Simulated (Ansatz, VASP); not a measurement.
## One calculation of Ge, two programs

```
CELL_PARAMETERS angstrom
0.00000 2.83786 2.83786
2.83786 0.00000 2.83786
2.83786 2.83786 0.00000
ATOMIC_POSITIONS crystal
Ge 0.00000 0.00000 0.00000
Ge 0.25000 0.25000 0.25000
```

Alike in both runs: task single point; functional PBEsol; k mesh 12 × 12 × 12; occupations gaussian, width 0.1 eV; non-collinear spin, spin-orbit coupling.

|  | VASP | Ansatz |
| --- | --- | --- |
| version | VASP 6.6.1 | Ansatz 0.2.0 |
| potentials or method | VASP PAW PBE potentials, release 64 (Ge_d), cutoff 500 eV | plane waves, PAW |
| valence electrons in the cell | 28 | 28 |

```csv
,VASP,Ansatz,Ansatz less VASP
net moment per atom (μB),0.00,0.00,0.000
```

VASP's potentials were made for PBE, not for PBEsol.
